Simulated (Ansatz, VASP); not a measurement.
**Two plane-wave programs on BP**

```
B P
1.0
     0.00000    2.31874    2.31874
     2.31874    0.00000    2.31874
     2.31874    2.31874    0.00000
B P
1 1
Direct
  0.00000 0.00000 0.00000
  0.25000 0.25000 0.25000
```

Alike in both runs: task single point; functional PBE; k mesh 10 × 10 × 10; occupations gaussian, width 0.02 eV; no spin polarisation.

|  | VASP | Ansatz |
| --- | --- | --- |
| version | VASP 6.6.1 | Ansatz 0.2.0 |
| potentials or method | VASP PAW PBE potentials, release 64 (B, P), cutoff 500 eV | scalar-relativistic, plane waves, PAW |
| valence electrons in the cell | 8 | 8 |

Ansatz gave:

- gap on the k mesh at the Fermi level (eV): 1.33
- least direct gap on the mesh (eV): 3.32
- pressure (GPa): -8.4

Question: Estimate VASP's values.

Answer: gap on the k mesh at the Fermi level (eV): 1.33; least direct gap on the mesh (eV): 3.31; pressure (GPa): -8.6.

With one functional, cell and mesh, what is left measures potentials, basis and numerics.
